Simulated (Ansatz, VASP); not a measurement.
One calculation of MnFe2N2, two programs

```xyz
5
Lattice="2.8941 0.0000 0.0000 -1.4471 2.5064 0.0000 0.0000 0.0000 6.2944" Properties=species:S:1:pos:R:3 pbc="T T T"
Fe    0.0000    1.6709    5.2420
Fe    1.4471    0.8355    1.0524
Mn    0.0000    0.0000    3.1472
N     0.0000    1.6709    1.8454
N     1.4471    0.8355    4.4489
```

Alike in both runs: task single point; functional PBE; k mesh 11 × 11 × 4; occupations fermi-dirac, width 0.05 eV; collinear spin.

|  | VASP | Ansatz |
| --- | --- | --- |
| version | VASP 6.6.1 | Ansatz 0.2.0 |
| potentials or method | VASP PAW PBE potentials, release 64 (Fe, Mn_pv, N) | Ansatz PAW |
| plane-wave cutoff (eV) | 520 | 420 |
| valence electrons in the cell | 39 | 57 |

|  | VASP | Ansatz | Ansatz less VASP |
| --- | --- | --- | --- |
| gap on the k mesh at the Fermi level (eV) | none | none | - |
| pressure (GPa) | 0.0 | -1.7 | -1.69 |
| traceless stress, the component that is largest in VASP (GPa) | -0.75 | 0.06 | +0.807 |
| rms of the force components (eV/Å) | 0.056 | 0.024 | -0.0316 |
| net moment per atom (μB) | 0.55 | 0.55 | -0.001 |
| size of the moment on the site where the two differ most (μB) | 2.60 | 2.42 | -0.188 |

Site moments also hang on the region over which each program counts them. Atom by atom the forces differ by 0.057 eV/Å (rms over components). A gap of «none» marks a metal or a gap that the smearing closes. VASP's potentials hold 39 valence electrons a cell and Ansatz's 57, so a difference there can come from the potentials and not from the codes.
